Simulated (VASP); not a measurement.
# ZnS (F-43m) in VASP: a series of runs

The runs below take ZnS through single point, with HSE06, HF.

Everything below comes from runs of VASP 6.6.1. Logs are shortened: lines on timing, memory, paths and dates and some standing lists are left out, and cuts for length are marked.

**1. The cell of the first run**

Symmetry: F-43m, No. 216, cubic system. The conventional cell has a = 5.388 Å, b = 5.388 Å, c = 5.388 Å, α = 90.00°, β = 90.00°, γ = 90.00°. Within 3.1 Å of Zn (site symmetry -43m) lie 4 S at 2.33 Å. S (site symmetry -43m) has 4 Zn at 2.33 Å within 3.1 Å.

**2. Single point, HSE06**

The input, POSCAR:

```
ZnS
1.0
    0.0000000000      2.6940857896      2.6940857896
    2.6940857896      0.0000000000      2.6940857896
    2.6940857896      2.6940857896      0.0000000000
Zn S
1 1
Direct
    0.0000000000      0.0000000000      0.0000000000
    0.2500000000      0.2500000000      0.2500000000
```

The input, INCAR.step1:

```
SYSTEM = ZnS
PREC = Accurate ; ENCUT = 520
EDIFF = 1E-5 ; ISMEAR = 0
SIGMA = 0.01 ; LREAL = .FALSE.
LASPH = .TRUE. ; NELM = 100
ALGO = Normal ; ISIF = 2
LWAVE = .TRUE. ; LCHARG = .FALSE.
NBANDS = 16 ; GGA = PE
```

The input, INCAR.step2:

```
SYSTEM = ZnS
PREC = Accurate ; ENCUT = 520
EDIFF = 1E-6 ; ISMEAR = 0
SIGMA = 0.01 ; LREAL = .FALSE.
LASPH = .TRUE. ; NELM = 100
ALGO = Normal ; ISIF = 2
LWAVE = .FALSE. ; LCHARG = .FALSE.
GGA = PE ; LHFCALC = .TRUE.
HFSCREEN = 0.2079 ; PRECFOCK = Normal
NBANDS = 16 ; ISTART = 1
```

The input, KPOINTS:

```
Automatic mesh
0
G
  6 6 6
  0 0 0
```

Potentials or basis: VASP PAW PBE potentials, release 64 (Zn, S).

The run is started by

```bash
$ cat potpaw_PBE.64/Zn/POTCAR potpaw_PBE.64/S/POTCAR > POTCAR
$ cp INCAR.step1 INCAR
$ mpirun -np 1 vasp_std > vasp.out
$ cp INCAR.step2 INCAR
$ mpirun -np 1 vasp_std > vasp.out
```

OUTCAR:

```text
SYSTEM = ZnS
   PREC = Accurate
   ENCUT = 520
   EDIFF = 1E-6
   ISMEAR = 0
   LREAL = .FALSE.
   LASPH = .TRUE.
   NELM = 100
   ISIF = 2
   GGA = PE
   LHFCALC = .TRUE.
   HFSCREEN = 0.2079
   PRECFOCK = Normal
   ISTART = 1

 ion  position               nearest neighbor table
   1  0.000  0.000  0.000-   2 2.33   2 2.33   2 2.33   2 2.33
   2  0.250  0.250  0.250-   1 2.33   1 2.33   1 2.33   1 2.33

  LATTYP: Found a face centered cubic cell.
 ALAT       =     5.3881715792

  Lattice vectors:

 A1 = (   0.0000000000,   2.6940857896,   2.6940857896)
 A2 = (   2.6940857896,   0.0000000000,   2.6940857896)
 A3 = (   2.6940857896,   2.6940857896,   0.0000000000)

Analysis of symmetry for initial positions (statically):
=====================================================================
 Subroutine PRICEL returns:
 Original cell was already a primitive cell.

 Routine SETGRP: Setting up the symmetry group for a
 face centered cubic supercell.

 Subroutine GETGRP returns: Found 24 space group operations
 (whereof 24 operations were pure point group operations)
 out of a pool of 48 trial point group operations.

The static configuration has the point symmetry T_d .

Analysis of symmetry for dynamics (positions and initial velocities):
=====================================================================
 Subroutine PRICEL returns:
 Original cell was already a primitive cell.

 Routine SETGRP: Setting up the symmetry group for a
 face centered cubic supercell.

 Subroutine GETGRP returns: Found 24 space group operations
 (whereof 24 operations were pure point group operations)
 out of a pool of 48 trial point group operations.

The dynamic configuration has the point symmetry T_d .

 Subroutine INISYM returns: Found 24 space group operations
 (whereof 24 operations are pure point group operations),
 and found     1 'primitive' translations

----------------------------------------------------------------------------------------

                                     Primitive cell

  volume of cell :      39.1079

  direct lattice vectors                    reciprocal lattice vectors
     0.000000000  2.694085790  2.694085790    -0.185591714  0.185591714  0.185591714
     2.694085790  0.000000000  2.694085790     0.185591714 -0.185591714  0.185591714
     2.694085790  2.694085790  0.000000000     0.185591714  0.185591714 -0.185591714

  length of vectors
     3.810012662  3.810012662  3.810012662     0.321454279  0.321454279  0.321454279

  position of ions in fractional coordinates (direct lattice)
     0.000000000  0.000000000  0.000000000
     0.250000000  0.250000000  0.250000000

  ion indices of the primitive-cell ions
   primitive index   ion index
                 1           1
                 2           2

----------------------------------------------------------------------------------------

 KPOINTS: Automatic mesh

Automatic generation of k-mesh.
 Grid dimensions read from file:
 generate k-points for:    6    6    6

 Generating k-lattice:

  Cartesian coordinates                     Fractional coordinates (reciprocal lattice)
    -0.030931952  0.030931952  0.030931952     0.166666667  0.000000000  0.000000000
     0.030931952 -0.030931952  0.030931952     0.000000000  0.166666667  0.000000000
     0.030931952  0.030931952 -0.030931952     0.000000000  0.000000000  0.166666667

  Length of vectors
     0.053575713  0.053575713  0.053575713

  Shift w.r.t. Gamma in fractional coordinates (k-lattice)
     0.000000000  0.000000000  0.000000000

 Subroutine IBZKPT returns following result:
 ===========================================

 Found     16 irreducible k-points:

 Following reciprocal coordinates:
            Coordinates               Weight
  0.000000  0.000000  0.000000      1.000000
  0.166667  0.000000  0.000000      8.000000
  0.333333  0.000000  0.000000      8.000000
  0.500000  0.000000  0.000000      4.000000
  0.166667  0.166667  0.000000      6.000000
  0.333333  0.166667  0.000000     24.000000
[... 8 lines left out ...]
 -0.333333  0.333333  0.166667     24.000000
 -0.333333  0.500000  0.166667     12.000000
   k-points           NKPTS =     16   k-points in BZ     NKDIM =    216   number of bands    NBANDS=     16
   number of dos      NEDOS =    301   number of ions     NIONS =      2
   total plane-waves  NPLWV =  21952
   dimension x,y,z NGX =    28 NGY =   28 NGZ =   28
   dimension x,y,z NGXF=    56 NGYF=   56 NGZF=   56
   ions per type =               1   1
   NGX,Y,Z   is equivalent  to a cutoff of  12.22, 12.22, 12.22 a.u.
   NGXF,Y,Z  is equivalent  to a cutoff of  24.44, 24.44, 24.44 a.u.
 SYSTEM =  ZnS
   PREC   = accura    normal or accurate (medium, high low for compatibility)
   ISTART =      1    job   : 0-new  1-cont  2-samecut
   ICHARG =      0    charge: 1-file 2-atom 10-const
   ISPIN  =      1    spin polarized calculation?
   LNONCOLLINEAR =      F non collinear calculations
   LSORBIT =      F    spin-orbit coupling
   LASPH  =      T    aspherical Exc in radial PAW
   ENCUT  =  520.0 eV  38.22 Ry    6.18 a.u.   7.08  7.08  7.08*2*pi/ulx,y,z
   NELM   =    100;   NELMIN=  2; NELMDL=  0     # of ELM steps
   EDIFF  = 0.1E-05   stopping-criterion for ELM
   LREAL  =      F    real-space projection
   EDIFFG = 0.1E-04   stopping-criterion for IOM
   NSW    =      0    number of steps for IOM
   IBRION =     -1    ionic relax: 0-MD 1-quasi-New 2-CG
   NFREE  =      0    steps in history (QN), initial steepest desc. (CG)
   ISIF   =      2    stress and relaxation
   ISYM   =      3    0-nonsym 1-usesym 2-fastsym
   POTIM  = 0.5000    time-step for ionic-motion
   TEBEG  =    0.0;   TEEND  =   0.0 temperature during run
   PSTRESS=    0.0 pullay stress
   NELECT =      18.0000    total number of electrons
   NUPDOWN=      -1.0000    fix difference up-down
   EMIN   =  10.00;   EMAX   =-10.00  energy-range for DOS
   EFERMI =   0.00;   METHOD = LEGACY
   ISMEAR =     0;   SIGMA  =   0.01  broadening in eV -4-tet -1-fermi 0-gaus
   EFERMI_NEDOS =   21; number of points for ismear=-14 and -15
   IALGO  =     38    algorithm
   IMIX   =      1    mixing-type and parameters
     AMIX     =   0.40;   BMIX     =  1.00
     AMIX_MAG =   1.60;   BMIX_MAG =  1.00
  volume/ion in A,a.u.               =      19.55       131.96
  Fermi-wavevector in a.u.,A,eV,Ry     =   1.263992  2.388598 21.737691  1.597675
  Thomas-Fermi vector in A             =   2.397320
   LORBIT       =      0    0 simple, 1 ext, 2 COOP (PROOUT), +10 PAW based schemes
   GGA     = PE    functional components
   LHFCALC =     T    Hartree Fock is set to
   PRECFOCK=normal    Normal, Fast or Accurate (Low or Medium for compatibility)
   ENCUT4O =  -1.0   cutoff for four orbital integrals eV
   NKREDX  =     1    reduce k-point grid by
   NKREDY  =     1    reduce k-point grid by
   NKREDZ  =     1    reduce k-point grid by
   AEXX    =    0.2500 exact exchange contribution
   HFSCREEN=    0.2079 screening length (either q_TF or 0.3 A-1)
   HFSCREENC=   0.2079 screening length for correlation (either q_TF or 0.3 A-1)
   ENCUTFOCK=  -1.0 apply spherical cutoff to Coloumb kernel
   IVDW    =     0    specifies the selected vdW correction
   LEPSILON=     F    determine dielectric tensor
   LRPA    =     F    only Hartree local field effects (RPA)
 non-spin polarized calculation
 Gauss-broadening in eV      SIGMA  =   0.01
  energy-cutoff  :      520.00
  volume of cell :       39.11
 maximum number of plane-waves:      1067
  NGX = 24; NGY = 24; NGZ = 24

 number of electron      18.0000006 magnetization

 Free energy of the ion-electron system (eV)
  ---------------------------------------------------
  ext. energy  EPLUGINS =         0.00000000
  ---------------------------------------------------
  free energy    TOTEN  =        -8.36938662 eV

  energy without entropy =       -8.36938662  energy(sigma->0) =       -8.36938662

 E-fermi :   1.5245     XC(G=0):  -8.0046

 val. band max:        1.4641770001   @ k =   0.0000   0.0000   0.0000
 cond. band min:       4.8316831148   @ k =   0.0000   0.0000   0.0000
 fundamental gap:      3.3675061147
 Fermi energy:         1.5244860989

 k-point     1 :       0.0000    0.0000    0.0000
  band No.  band energies     occupation
      1     -12.9228      2.00000
      2      -6.4143      2.00000
      3      -6.4143      2.00000
      4      -6.4143      2.00000
      5      -5.9599      2.00000
      6      -5.9599      2.00000
[... 8 lines left out ...]
     15      14.6699      0.00000
     16      14.9036      0.00000

 k-point     2 :       0.1667    0.0000    0.0000
  band No.  band energies     occupation
      1     -12.7014      2.00000
      2      -6.3806      2.00000
      3      -6.3806      2.00000
      4      -6.3760      2.00000
      5      -5.9618      2.00000
      6      -5.9618      2.00000
[... 8 lines left out ...]
     15      13.7938      0.00000
     16      15.5893      0.00000

 k-point     3 :       0.3333    0.0000    0.0000
  band No.  band energies     occupation
      1     -12.2030      2.00000
      2      -6.3246      2.00000
      3      -6.3246      2.00000
      4      -6.1386      2.00000
      5      -5.9502      2.00000
      6      -5.9502      2.00000
[... 8 lines left out ...]
     15      14.4907      0.00000
     16      14.6926      0.00000

 k-point     4 :       0.5000    0.0000    0.0000
  band No.  band energies     occupation
      1     -11.9181      2.00000
      2      -6.3045      2.00000
      3      -6.3045      2.00000
      4      -5.9342      2.00000
      5      -5.9342      2.00000
      6      -5.7197      2.00000
[... 8 lines left out ...]
     15      16.4951      0.00000
     16      16.4951      0.00000

 k-point     5 :       0.1667    0.1667    0.0000
  band No.  band energies     occupation
      1     -12.6275      2.00000
      2      -6.4058      2.00000
      3      -6.3482      2.00000
      4      -6.3482      2.00000
      5      -5.9838      2.00000
      6      -5.9427      2.00000
[... 8 lines left out ...]
     15      15.0526      0.00000
     16      17.1329      0.00000

 k-point     6 :       0.3333    0.1667    0.0000
  band No.  band energies     occupation
      1     -12.2175      2.00000
      2      -6.3397      2.00000
      3      -6.2817      2.00000
      4      -6.2309      2.00000
      5      -5.9700      2.00000
      6      -5.9283      2.00000
[... 8 lines left out ...]
     15      15.5349      0.00000
     16      16.9238      0.00000
[... 115 lines left out ...]
 k-point    13 :       0.5000    0.5000    0.0000
  band No.  band energies     occupation
      1     -11.5849      2.00000
      2      -6.3067      2.00000
      3      -6.0993      2.00000
      4      -6.0993      2.00000
      5      -5.8909      2.00000
      6      -5.6805      2.00000
[... 8 lines left out ...]
     15      16.7917      0.00000
     16      17.6213      0.00000

 k-point    14 :       0.5000    0.3333    0.1667
  band No.  band energies     occupation
      1     -11.8608      2.00000
      2      -6.2711      2.00000
      3      -6.2409      2.00000
      4      -6.0965      2.00000
      5      -5.9346      2.00000
      6      -5.8304      2.00000
[... 8 lines left out ...]
     15      17.1012      0.00000
     16      17.7718      0.00000

 k-point    15 :      -0.3333    0.3333    0.1667
  band No.  band energies     occupation
      1     -11.6690      2.00000
      2      -6.2590      2.00000
      3      -6.2044      2.00000
      4      -6.0092      2.00000
      5      -5.9576      2.00000
      6      -5.5805      2.00000
[... 8 lines left out ...]
     15      16.8124      0.00000
     16      17.6189      0.00000

 k-point    16 :      -0.3333    0.5000    0.1667
  band No.  band energies     occupation
      1     -11.5811      2.00000
      2      -6.2583      2.00000
      3      -6.1548      2.00000
      4      -6.0512      2.00000
      5      -5.9347      2.00000
      6      -5.5487      2.00000
[... 8 lines left out ...]
     15      17.0989      0.00000
     16      17.9180      0.00000

------------------------ aborting loop because EDIFF is reached ----------------------------------------

  FORCE on cell =-STRESS in cart. coord.  units (eV):
  Direction    XX          YY          ZZ          XY          YZ          ZX
  --------------------------------------------------------------------------------------
  -------------------------------------------------------------------------------------
  Total        0.3915881      0.3915881      0.3915881     -0.0000000      0.0000000      0.0000000
  in kB       16.0426386     16.0426386     16.0426386     -0.0000000      0.0000000      0.0000000
  external PRESSURE =      16.0426386 kB  Pullay stress =       0.0000000 kB

 VOLUME and BASIS-vectors are now :
 -----------------------------------------------------------------------------
  energy-cutoff  :      520.00
  volume of cell :       39.11
      direct lattice vectors                 reciprocal lattice vectors
     0.000000000  2.694085790  2.694085790    -0.185591714  0.185591714  0.185591714
     2.694085790  0.000000000  2.694085790     0.185591714 -0.185591714  0.185591714
     2.694085790  2.694085790  0.000000000     0.185591714  0.185591714 -0.185591714

 POSITION                                       TOTAL-FORCE (eV/Angst)
 -----------------------------------------------------------------------------------
      0.00000      0.00000      0.00000         0.000000      0.000000      0.000000
      1.34704      1.34704      1.34704        -0.000000     -0.000000     -0.000000
 -----------------------------------------------------------------------------------
    total drift:                                0.000159      0.000099      0.000084

  FREE ENERGIE OF THE ION-ELECTRON SYSTEM (eV)
  ---------------------------------------------------
  free  energy   TOTEN  =        -8.3693866210 eV

  energy  without entropy=       -8.3693866210  energy(sigma->0) =       -8.36938662
```

It took 24 min on 1 thread of Intel Xeon Platinum 8488C (Sapphire Rapids), shared host; peak memory 0.28 GiB.

Results:

```
Free energy            : -8.3694 eV
Pressure               : 1.6 GPa
Band gap on the k mesh : 3.37 eV
```

Levels at points of the mesh, in eV from the valence-band top:
```csv
k point,band 6,band 7,band 8,band 9,band 10,band 11,band 12,band 13
"(0.00, 0.00, 0.00)",-7.42,0.00,0.00,0.00,3.37,7.68,7.68,7.68
"(0.50, 0.00, 0.00)",-7.18,-5.66,-0.93,-0.93,4.56,8.18,8.18,10.25
"(0.50, 0.50, 0.00)",-7.14,-5.03,-2.38,-2.38,4.36,5.25,12.62,13.76
```

Caveat: the PAW data sets were made with another functional, which shifts forces and pressure a little.

(Continued in part 2 of 2.)
